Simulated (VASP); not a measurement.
Wanted: the native input for a VASP 6.6.1 run.

```yaml
Task: single point
Functional: LDA
Potentials_or_basis: VASP PAW LDA potentials, release 64 (K_sv, Sr_sv)
Cutoff: 520 eV
k_mesh: 4 × 4 × 4
Occupations: methfessel-paxton, width 0.2 eV
Spin: no spin polarisation
Dipole_correction: no
Further_INCAR_settings: ALGO = Normal; EDIFF = 1e-06; NBANDS = 26
```

The structure of K3Sr lies in POSCAR:

```
K3Sr
1.0
    0.0000000000      5.1658560000      5.1658560000
    5.1658560000      0.0000000000      5.1658560000
    5.1658560000      5.1658560000      0.0000000000
K Sr
3 1
Direct
    0.2500000000      0.2500000000      0.2500000000
    0.7500000000      0.7500000000      0.7500000000
    0.5000000000      0.5000000000      0.5000000000
    0.0000000000      0.0000000000      0.0000000000
```

The input as run:

INCAR

```
ALGO = Normal
EDIFF = 1E-6
ENCUT = 520
GGA = CA
ISIF = 2
ISMEAR = 1
LASPH = True
LCHARG = False
LREAL = False
LWAVE = False
NBANDS = 26
NELM = 80
PREC = Accurate
SIGMA = 0.2
```

KPOINTS

```
k-points
0
Gamma
  4 4 4
```

Potentials or basis: VASP PAW LDA potentials, release 64 (K_sv, Sr_sv).

Run with:

```sh
$ cat potpaw_LDA.64/K_sv/POTCAR potpaw_LDA.64/Sr_sv/POTCAR > POTCAR
$ mpirun -np 1 vasp_std > vasp.out
```

Results of the run:

```yaml
Pressure: -0.6 GPa
```

It took 53 s on 1 thread of AMD EPYC 7R13 Processor (Zen 3), on a shared host, peak memory 0.28 GiB.
